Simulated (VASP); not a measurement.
A run of VASP 6.6.1 is set up as follows.

File INCAR:

```
ALGO = Fast ; EDIFF = 1E-6
EDIFFG = -0.01 ; ENCUT = 600
GGA = PE ; IBRION = 2
ISIF = 3 ; ISMEAR = 0
LASPH = T ; LCHARG = F
LREAL = F ; LWAVE = F
NELM = 80 ; NSW = 100
PREC = Accurate ; SIGMA = 0.1
```

Contents of KPOINTS:

```
k-points
0
Gamma
  8 8 8
```

POSCAR

```
Sr4Ir
1.0
   -3.7059125821      3.7059125821      3.7059125821
    3.7059125821     -3.7059125821      3.7059125821
    3.7059125821      3.7059125821     -3.7059125821
Sr Ir
4 1
Direct
    0.5000000000      0.5000000000      0.5000000000
    0.0000000000      0.0000000000      0.5000000000
    0.0000000000      0.5000000000      0.0000000000
    0.5000000000      0.0000000000      0.0000000000
    0.0000000000      0.0000000000      0.0000000000
```

Potentials or basis: VASP PAW PBE potentials, release 64 (Sr_sv, Ir).

Run with:

```sh
$ cat potpaw_PBE.64/Sr_sv/POTCAR potpaw_PBE.64/Ir/POTCAR > POTCAR
$ mpirun -np 1 vasp_std > vasp.out
```

Problem. Predict the relaxed volume.

Solution. 40.79 Å³/atom.

Problem. Estimate the space group after relaxing (to 0.1 Å).

Solution. Im-3m (No. 229).

Problem. Estimate the relaxed cell.

Solution. a = 6.423 Å, b = 6.423 Å, c = 6.423 Å, α = 109.47°, β = 109.47°, γ = 109.47°.

Final structure:
```yaml
crystal:
  lattice:
    - [-3.70820, 3.70820, 3.70820]
    - [3.70820, -3.70820, 3.70820]
    - [3.70820, 3.70820, -3.70820]
  atoms:
    - { symbol: Sr, position: [0.50000, 0.50000, 0.50000] }
    - { symbol: Sr, position: [0.00000, 0.00000, 0.50000] }
    - { symbol: Sr, position: [0.00000, 0.50000, 0.00000] }
    - { symbol: Sr, position: [0.50000, 0.00000, 0.00000] }
    - { symbol: Ir, position: [0.00000, 0.00000, 0.00000] }
```
